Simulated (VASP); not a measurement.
A run of VASP 6.6.1:

INCAR

```
ALGO = Normal
EDIFF = 1E-6
EDIFFG = -0.008
ENCUT = 600
GGA = PE
IBRION = 2
ISIF = 3
ISMEAR = 0
LASPH = True
LCHARG = False
LREAL = False
LWAVE = False
NELM = 100
NSW = 70
PREC = Accurate
PSTRESS = 30.0
SIGMA = 0.02
```

File KPOINTS:

```
k-points
0
Gamma
  12 12 6
```

Contents of POSCAR:

```
ZnO
1.0
    3.2487825235      0.0000000000      0.0000000000
   -1.6243912617      2.8135281967      0.0000000000
    0.0000000000      0.0000000000      5.2438287327
Zn O
2 2
Direct
    0.6666666667      0.3333333333      0.5006044111
    0.3333333333      0.6666666667      0.0006044111
    0.6666666667      0.3333333333      0.8797055889
    0.3333333333      0.6666666667      0.3797055889
```

Potentials or basis: VASP PAW PBE potentials, release 64 (Zn, O).

The run is started by

```sh
$ cat potpaw_PBE.64/Zn/POTCAR potpaw_PBE.64/O/POTCAR > POTCAR
$ mpirun -np 1 vasp_std > vasp.out
```

Hardware: 1 thread of AMD EPYC 9R45 96-Core Processor (Zen 5), on a shared host.

Question: How long does it take, and how much memory?

Answer: It took 86 s on 1 thread of AMD EPYC 9R45 96-Core Processor (Zen 5), with other jobs on the host, peak memory 0.21 GiB. Counts: scf iterations 29, k points 76, ion steps 3.
